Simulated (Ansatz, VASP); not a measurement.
# One calculation of Pd, two programs

File POSCAR:

```
Pd
1.0
    0.0000000000      1.9201927211      1.9201927211
    1.9201927211      0.0000000000      1.9201927211
    1.9201927211      1.9201927211      0.0000000000
Pd
1
Direct
    0.0000000000      0.0000000000      0.0000000000
```

Contents of INCAR.step1:

```
SYSTEM = Pd
ALGO = Normal ; EDIFF = 1E-5
ENCUT = 520 ; GGA = PE
ISIF = 2 ; ISMEAR = -1
LASPH = .True. ; LREAL = .False.
LWAVE = .True. ; NBANDS = 11
NELM = 80 ; PREC = Accurate
SIGMA = 0.05
```

INCAR.step2

```
SYSTEM = Pd
ALGO = Normal ; EDIFF = 1E-6
ENCUT = 520 ; GGA = PE
HFSCREEN = 0.2079 ; ISIF = 2
ISMEAR = -1 ; ISTART = 1
LASPH = .True. ; LCHARG = .True.
LELF = .True. ; LHFCALC = .True.
LREAL = .False. ; LVHAR = .True.
LWAVE = .False. ; NBANDS = 11
NELM = 80 ; PREC = Accurate
PRECFOCK = Normal ; SIGMA = 0.05
```

KPOINTS

```
k-points
0
Gamma
  8 8 8
  0 0 0
```

Contents of input:

```
crystal:
  lattice:
    - [0.0, 1.9201927211, 1.9201927211]
    - [1.9201927211, 0.0, 1.9201927211]
    - [1.9201927211, 1.9201927211, 0.0]
  atoms:
    - { symbol: Pd, position: [0.0, 0.0, 0.0] }
hamiltonian:
  xc: hse06
  pseudopotentials: { kind: paw }
kpoints:
  mp_grid: { grid: [8, 8, 8] }
scf:
  occupations: { method: fermi_dirac, width: 0.05 }
output:
  forces: true
  stress: true
  eigenvalues: true
  write_density: true
  write_potential: true
  elf: true
  volumetric_format: npy
```

Alike in both runs: task single point; functional HSE06; k mesh 8 × 8 × 8; occupations fermi-dirac, width 0.05 eV; no spin polarisation.

|  | VASP | Ansatz |
| --- | --- | --- |
| version | VASP 6.6.1 | Ansatz 0.2.0 |
| potentials or method | VASP PAW PBE potentials, release 64 (Pd) | Ansatz PAW |
| plane-wave cutoff (eV) | 520 | 420 |
| valence electrons in the cell | 10 | 18 |

|  | VASP | Ansatz | Ansatz less VASP |
| --- | --- | --- | --- |
| gap on the k mesh at the Fermi level (eV) | none | none | - |
| pressure (GPa) | 11.7 | 11.2 | -0.52 |

A gap of «none» marks a metal or a gap that the smearing closes. VASP's potentials hold 10 valence electrons a cell and Ansatz's 18, so a difference there can come from the potentials and not from the codes.
